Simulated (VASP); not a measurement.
**Si (a cell with a defect): single point with PBE+D3(BJ)**

The system is Si (a cell with a defect).

```
Si
1.0
     0.00000    5.43000    5.43000
     5.43000    0.00000    5.43000
     5.43000    5.43000    0.00000
Si
17
Direct
  0.01936 0.01924 0.01869
  0.14587 0.14561 0.14509
  0.99819 0.99800 0.51435
  0.11587 0.11567 0.65060
  0.99806 0.51484 0.99753
  0.11569 0.65120 0.11514
  0.97401 0.50964 0.50915
  0.11017 0.62739 0.62696
  0.51509 0.99781 0.99750
  0.65131 0.11558 0.11514
  0.50981 0.97392 0.50910
  0.62759 0.11005 0.62692
  0.50980 0.50967 0.97346
  0.62749 0.62723 0.10989
  0.47937 0.47924 0.47906
  0.60592 0.60581 0.60535
  0.31314 0.31310 0.31244
```

```
Program             : VASP 6.6.1
Task                : single point
Functional          : PBE
Dispersion          : D3(BJ)
Potentials or basis : VASP PAW PBE potentials, release 64 (Si)
Cutoff              : 520 eV
k mesh              : 2 × 2 × 2
Occupations         : gaussian, width 0.02 eV
Spin                : no spin polarisation
```

```yaml
Pressure: 1.7 GPa
Largest_force: 0.013 eV/Å
Band_gap_on_the_k_mesh: 0.08 eV
Dispersion_energy_per_atom: -0.332 eV
```

Forces on the atoms (eV/Å):
```
Si  -0.002 -0.002 -0.001
Si   0.001  0.001  0.001
Si  -0.003 -0.003 -0.004
Si  -0.003 -0.003  0.005
Si  -0.002  0.000 -0.002
Si  -0.004  0.011 -0.002
Si   0.003  0.000 -0.001
Si  -0.003  0.001  0.005
Si   0.000 -0.003 -0.001
Si   0.012 -0.004 -0.002
Si   0.000  0.003 -0.001
Si   0.002 -0.003  0.003
Si  -0.003 -0.003  0.002
Si   0.002  0.001 -0.002
Si  -0.004 -0.005 -0.003
Si   0.008  0.007  0.003
Si  -0.003  0.001 -0.001
```

Stress tensor (GPa, compression positive):
```
 1.69 -0.39 -0.40
-0.39  1.69 -0.40
-0.40 -0.40  1.70
```

Levels at points of the mesh, in eV from the valence-band top:
| k point | band 31 | band 32 | band 33 | band 34 | band 35 | band 36 | band 37 | band 38 |
| --- | --- | --- | --- | --- | --- | --- | --- | --- |
| (0.00, 0.00, 0.00) | -1.20 | -0.58 | -0.58 | -0.40 | 0.08 | 0.08 | 0.40 | 0.40 |
| (0.50, 0.00, 0.00) | -1.29 | -1.25 | -0.73 | -0.23 | 0.38 | 0.73 | 1.05 | 1.24 |
| (0.00, 0.50, 0.00) | -1.29 | -1.25 | -0.73 | -0.23 | 0.38 | 0.73 | 1.05 | 1.24 |
| (0.00, 0.00, 0.50) | -1.29 | -1.25 | -0.73 | -0.23 | 0.38 | 0.73 | 1.05 | 1.24 |
| (0.50, 0.50, 0.50) | -1.30 | -1.16 | -1.16 | 0.00 | 0.52 | 0.52 | 1.35 | 1.35 |
| (0.50, 0.50, 0.00) | -1.75 | -1.60 | -0.31 | -0.17 | 0.60 | 1.57 | 1.59 | 1.73 |
| (0.00, 0.50, 0.50) | -1.75 | -1.60 | -0.31 | -0.17 | 0.60 | 1.57 | 1.59 | 1.73 |
| (0.50, 0.00, 0.50) | -1.75 | -1.60 | -0.31 | -0.17 | 0.60 | 1.57 | 1.59 | 1.73 |

Run time: 100 s on 1 thread of Intel(R) Xeon(R) 6975P-C (Granite Rapids), with other jobs on the host, peak memory 0.46 GiB.

Caveat: the k points lie up to 0.50 Å⁻¹ apart.
